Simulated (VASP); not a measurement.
A run of VASP 6.6.1 is set up as follows.

File POSCAR:

```
Te
1.0
   -1.9247105966      1.9247105966      1.9247105966
    1.9247105966     -1.9247105966      1.9247105966
    1.9247105966      1.9247105966     -1.9247105966
Te
1
Direct
    0.0000000000      0.0000000000      0.0000000000
```

The input INCAR.step1:

```
PREC     = Accurate       # precision mode
ENCUT    = 520            # plane-wave cutoff, eV
EDIFF    = 1E-5           # SCF threshold, eV
ISMEAR   = -1             # smearing method
SIGMA    = 0.1            # smearing width, eV
LREAL    = F              # projectors in reciprocal space
LASPH    = T              # aspherical terms in the spheres
NELM     = 80             # most SCF steps
ALGO     = Normal         # electronic algorithm
ISIF     = 2              # what is computed and relaxed
LWAVE    = T              # write WAVECAR
LCHARG   = F              # write CHGCAR
NBANDS   = 9              # bands
GGA      = PE             # functional
```

File INCAR.step2:

```
PREC     = Accurate       # precision mode
ENCUT    = 520            # plane-wave cutoff, eV
EDIFF    = 1E-7           # SCF threshold, eV
ISMEAR   = -1             # smearing method
SIGMA    = 0.1            # smearing width, eV
LREAL    = F              # projectors in reciprocal space
LASPH    = T              # aspherical terms in the spheres
NELM     = 80             # most SCF steps
ALGO     = Normal         # electronic algorithm
ISIF     = 2              # what is computed and relaxed
LWAVE    = F              # write WAVECAR
LCHARG   = F              # write CHGCAR
GGA      = PE             # functional
LHFCALC  = T              # exact exchange
HFSCREEN = 0.2079         # screening, 1/A
PRECFOCK = Normal       
NBANDS   = 9              # bands
ISTART   = 1
```

File KPOINTS:

```
Automatic mesh
0
Gamma
  6 6 6
```

Potentials or basis: VASP PAW PBE potentials, release 64 (Te).

Run with:

```sh
$ cat potpaw_PBE.64/Te/POTCAR > POTCAR
$ cp INCAR.step1 INCAR
$ mpirun -np 1 vasp_std > vasp.out
$ cp INCAR.step2 INCAR
$ mpirun -np 1 vasp_std > vasp.out
```

Q: What does it give for the band gap on the k mesh?

A: Zero (bands 3 and 4 overlap by 6.83 eV).

Q: Estimate the pressure.

A: -3.5 GPa.

Caveat: the k points lie up to 0.38 Å⁻¹ apart, too coarse for converged energies and pressures of a metal; the PAW data sets were made with another functional, which shifts forces and pressure a little; spin-orbit coupling is left out, which moves the levels of the heavy elements.
